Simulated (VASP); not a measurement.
**In3Sb: single point with LDA**

Crystal: In3Sb.

```
In Sb
1.0
     4.67393    0.00000    0.00000
     0.00000    4.67393    0.00000
     0.00000    0.00000    4.67393
In Sb
3 1
Direct
  0.50000 0.50000 0.00000
  0.50000 0.00000 0.50000
  0.00000 0.50000 0.50000
  0.00000 0.00000 0.00000
```

```yaml
Program: VASP 6.6.1
Task: single point
Functional: LDA
Potentials_or_basis: VASP PAW LDA potentials, release 64 (In_d, Sb)
Cutoff: 520 eV
k_mesh: 10 × 10 × 10
Occupations: gaussian, width 0.15 eV
Spin: no spin polarisation
```

| Property | Result |
| --- | --- |
| Pressure | 0.0 GPa |
| Band gap on the k mesh | zero (bands 22 and 23 overlap by 4.03 eV) |

Levels at points of the mesh, in eV from the Fermi level:
```csv
k point,band 19,band 20,band 21,band 22,band 23,band 24,band 25,band 26
"(0.00, 0.00, 0.00)",-3.15,-3.15,-2.26,-2.26,2.43,2.43,2.43,3.99
"(0.50, 0.00, 0.00)",-1.69,-1.69,-1.60,-0.31,-0.31,0.21,1.02,4.83
"(0.50, 0.50, 0.00)",-6.04,-0.59,-0.08,0.49,0.49,1.56,1.56,1.56
"(0.50, 0.50, 0.50)",-4.52,-4.38,-4.38,-4.38,-3.46,5.78,5.78,5.78
```

Wall time 80 s on 1 thread of Intel(R) Xeon(R) 6975P-C (Granite Rapids), on a shared host, peak memory 0.27 GiB.

Caveat: spin-orbit coupling is left out, which moves the levels of the heavy elements.
